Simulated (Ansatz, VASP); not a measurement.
**One calculation of HfO2, two programs**

INCAR

```
  ALGO = Normal
  EDIFF = 1E-7
  EDIFFG = -0.005
  ENCUT = 600
  GGA = PE
  IBRION = 2
  ISIF = 3
  ISMEAR = 0
  LASPH = True
  LCHARG = False
  LREAL = False
  LWAVE = False
  NELM = 80
  NSW = 100
  PREC = Accurate
  SIGMA = 0.02
```

The input KPOINTS:

```
k-points
0
Gamma
  6 6 8
```

File POSCAR:

```
HfO2
1.0
    4.8763412736      0.0000000000      0.0000000000
    0.0000000000      4.8763412736      0.0000000000
    0.0000000000      0.0000000000      3.2386293467
Hf O
2 4
Direct
    0.0000000000      0.0000000000      0.0000000000
    0.5000000000      0.5000000000      0.5000000000
    0.1948637442      0.8051362558      0.5000000000
    0.3051362558      0.3051362558      0.0000000000
    0.6948637442      0.6948637442      0.0000000000
    0.8051362558      0.1948637442      0.5000000000
```

Input for Ansatz:

```yaml
crystal:
  lattice:
    - [4.876341269, 0.0, 0.0]
    - [0.0, 4.876341269, 0.0]
    - [0.0, 0.0, 3.2386293483]
  atoms:
    - { symbol: Hf, position: [0.0, 0.0, 0.0] }
    - { symbol: Hf, position: [0.5, 0.5, 0.5] }
    - { symbol: O, position: [0.194863744, 0.805136256, 0.5] }
    - { symbol: O, position: [0.305136256, 0.305136256, 0.0] }
    - { symbol: O, position: [0.694863744, 0.694863744, 0.0] }
    - { symbol: O, position: [0.805136256, 0.194863744, 0.5] }
basis:
  ecutwfc: 420
kpoints:
  mp_grid: { grid: [6, 6, 8] }
hamiltonian:
  xc: pbe
scf:
  occupations: { method: gaussian, width: 0.02 }
output:
  forces: true
  stress: true
  eigenvalues: true
relax:
  adjacent_minimum: "off"
  f_tol: 0.005
  max_steps: 80
  cell: { stress_tol: 0.05 }
```

Alike in both runs: task relaxation of cell and atoms; functional PBE; k mesh 6 × 6 × 8; occupations gaussian, width 0.02 eV; no spin polarisation.

|  | VASP | Ansatz |
| --- | --- | --- |
| version | VASP 6.6.1 | Ansatz 0.2.0 |
| potentials or method | VASP PAW PBE potentials, release 64 (Hf_pv, O), cutoff 600 eV | scalar-relativistic, plane waves, PAW |
| valence electrons in the cell | 44 | 76 |

```tsv
	VASP	Ansatz	Ansatz less VASP
gap on the k mesh at the Fermi level, each at its own relaxed structure (eV)	3.90	3.90	+0.002
relaxed volume (Å³/atom)	12.67	12.85	+0.179
relaxed cell length with the largest relative difference (Å)	4.857	4.880	+0.0233
```

VASP's potentials hold 44 valence electrons a cell and Ansatz's 76, so a difference there can come from the potentials and not from the codes.

Neither program's run includes spin-orbit coupling.
